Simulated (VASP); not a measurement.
# MnS (F-43m) in VASP: notebook, part 2 of 2

VASP 6.6.1.

## (4) Single point, r2SCAN, collinear spin, ferromagnetic start

This run uses another cell than the first one, of 22.51 Å³/atom.

Input file POSCAR:

```
MnS
1.0
    0.0000000000      2.8233573086      2.8233573086
    2.8233573086      0.0000000000      2.8233573086
    2.8233573086      2.8233573086      0.0000000000
Mn S
1 1
Direct
    0.0000000000      0.0000000000      0.0000000000
    0.2500000000      0.2500000000      0.2500000000
```

Input file INCAR.step1:

```
SYSTEM = MnS
PREC = Accurate
ENCUT = 520
ISMEAR = 0
SIGMA = 0.02
LREAL = .False.
LASPH = .True.
NELM = 150
ISPIN = 2
MAGMOM = 4.73 0.12
LMAXMIX = 4
NBANDS = 20
GGA = PE
ALGO = Normal
EDIFF = 1E-4
LWAVE = .True.
LCHARG = .False.
```

Input file INCAR.step2:

```
SYSTEM = MnS
PREC = Accurate
ENCUT = 520
EDIFF = 1E-6
ISMEAR = 0
SIGMA = 0.02
LREAL = .False.
LASPH = .True.
NELM = 150
ALGO = Normal
ISIF = 2
LWAVE = .False.
LCHARG = .True.
ISPIN = 2
MAGMOM = 4.73 0.12
LORBIT = 11
LMAXMIX = 4
METAGGA = R2SCAN
LMIXTAU = .True.
LELF = .True.
LVHAR = .True.
NBANDS = 20
ISTART = 1
```

Input file KPOINTS:

```
regular mesh
0
Gamma
  12 12 12
  0 0 0
```

Potentials or basis: VASP PAW PBE potentials, release 64 (Mn_pv, S).

Run with:

```sh
$ cat potpaw_PBE.64/Mn_pv/POTCAR potpaw_PBE.64/S/POTCAR > POTCAR
$ cp INCAR.step1 INCAR
$ mpirun -np 1 vasp_std > vasp.out
$ cp INCAR.step2 INCAR
$ mpirun -np 1 vasp_std > vasp.out
```

OUTCAR:

```text
SYSTEM = MnS
   PREC = Accurate
   ENCUT = 520
   EDIFF = 1E-6
   ISMEAR = 0
   LREAL = .False.
   LASPH = .True.
   NELM = 150
   ISIF = 2
   ISPIN = 2
   LORBIT = 11
   METAGGA = R2SCAN
   ISTART = 1

 ion  position               nearest neighbor table
   1  0.000  0.000  0.000-   2 2.45   2 2.45   2 2.45   2 2.45
   2  0.250  0.250  0.250-   1 2.45   1 2.45   1 2.45   1 2.45

  LATTYP: Found a face centered cubic cell.
 ALAT       =     5.6467146172

  Lattice vectors:

 A1 = (   0.0000000000,   2.8233573086,   2.8233573086)
 A2 = (   2.8233573086,   0.0000000000,   2.8233573086)
 A3 = (   2.8233573086,   2.8233573086,   0.0000000000)

[... 1319 lines left out ...]
 -----------------------------------------------------------------------------
  energy-cutoff  :      520.00
  volume of cell :       45.01
      direct lattice vectors                 reciprocal lattice vectors
     0.000000000  2.823357309  2.823357309    -0.177094128  0.177094128  0.177094128
     2.823357309  0.000000000  2.823357309     0.177094128 -0.177094128  0.177094128
     2.823357309  2.823357309  0.000000000     0.177094128  0.177094128 -0.177094128

 POSITION                                       TOTAL-FORCE (eV/Angst)
 -----------------------------------------------------------------------------------
      0.00000      0.00000      0.00000        -0.000000     -0.000000     -0.000000
      1.41168      1.41168      1.41168         0.000000      0.000000      0.000000
 -----------------------------------------------------------------------------------
    total drift:                                0.000009      0.000009      0.000009

  FREE ENERGIE OF THE ION-ELECTRON SYSTEM (eV)
  ---------------------------------------------------
  free  energy   TOTEN  =       -24.8806310658 eV

  energy  without entropy=      -24.8806310658  energy(sigma->0) =      -24.88063107

 total charge

# of ion       s       p       d       tot
------------------------------------------
    1        0.266   6.202   4.872  11.340
    2        1.302   2.487   0.000   3.789
--------------------------------------------------
tot          1.568   8.689   4.872  15.129

 magnetization (x)

# of ion       s       p       d       tot
------------------------------------------
    1        0.048   0.061   4.366   4.476
    2        0.013   0.059   0.000   0.072
--------------------------------------------------
tot          0.061   0.120   4.366   4.548
```

OUTCAR.step1:

```text
SYSTEM = MnS
   PREC = Accurate
   ENCUT = 520
   ISMEAR = 0
   LREAL = .False.
   LASPH = .True.
[... 1347 lines left out ...]
      0.00000      0.00000      0.00000        -0.000000     -0.000000     -0.000000
      1.41168      1.41168      1.41168         0.000000      0.000000      0.000000
 -----------------------------------------------------------------------------------
    total drift:                               -0.000000     -0.000000     -0.000001

  FREE ENERGIE OF THE ION-ELECTRON SYSTEM (eV)
  ---------------------------------------------------
  free  energy   TOTEN  =       -14.0853162602 eV

  energy  without entropy=      -14.0850930940  energy(sigma->0) =      -14.08520468
```

It took 12 min on 1 thread of Oxide Virtual Turin-like, shared host; peak memory 0.22 GiB.

Results:

| Quantity | Value |
| --- | --- |
| Free energy | -24.8806 eV |
| Pressure | 0.1 GPa |
| Band gap on the k mesh | 0.73 eV (least direct gap 1.23 eV) |
| Net moment | 5.00 μB per cell |
| Site moments | Mn +4.48; S +0.07 μB |
| Valence electrons inside the program's atomic spheres | Mn 11.34; S 3.79 |

Levels at points of the mesh, in eV from the valence-band top:
Spin up:
| k point | band 8 | band 9 | band 10 | band 11 | band 12 | band 13 | band 14 | band 15 | band 16 | band 17 |
| --- | --- | --- | --- | --- | --- | --- | --- | --- | --- | --- |
| (0.00, 0.00, 0.00) | -3.64 | -3.64 | 0.00 | 0.00 | 0.00 | 1.23 | 6.22 | 6.22 | 6.22 | 11.05 |
| (0.50, 0.00, 0.00) | -3.55 | -3.55 | -3.35 | -1.00 | -1.00 | 3.21 | 6.59 | 6.59 | 7.18 | 11.34 |
| (0.50, 0.50, 0.00) | -3.59 | -3.45 | -3.06 | -2.43 | -2.43 | 2.93 | 4.52 | 9.49 | 11.19 | 11.19 |
Spin down:
```csv
k point,band 3,band 4,band 5,band 6,band 7,band 8,band 9,band 10,band 11,band 12
"(0.00, 0.00, 0.00)",-46.88,-13.99,-3.16,-3.16,-3.16,1.86,1.86,2.51,3.97,3.97
"(0.50, 0.00, 0.00)",-46.89,-13.35,-5.14,-3.12,-3.12,1.86,2.00,2.00,2.96,2.96
"(0.50, 0.50, 0.00)",-46.89,-13.15,-5.02,-3.32,-3.32,0.73,1.78,2.33,2.33,2.38
```

Caveat: the PAW data sets were made with another functional, which shifts forces and pressure a little; a cell with one magnetic atom can't hold antiferromagnetic order, which such compounds often take. A k mesh can miss the band edges.

## (5) Overview

```csv
cell,gap on the mesh (eV),pressure (GPa),moment (μB)
"a = 3.911 Å, angles 60.0°, 2 atoms",0.33,4.8,5.00
"a = 3.952 Å, angles 60.0°, 2 atoms",0.54,2.3,5.00
"a = 3.993 Å, angles 60.0°, 2 atoms",0.73,0.1,5.00
```

Alike in all rows: task single point; level r2SCAN; potentials or basis VASP PAW PBE potentials, release 64 (Mn_pv, S); spin collinear, ferromagnetic start; k mesh 12 × 12 × 12; cutoff (eV) 520; smearing gaussian 0.02 eV.

Caveats: the PAW data sets were made with another functional, which shifts forces and pressure a little; a cell with one magnetic atom can't hold antiferromagnetic order, which such compounds often take; the cell stands under pressure (at least some runs).

Absolute energies hang on the potentials; compare differences alone.
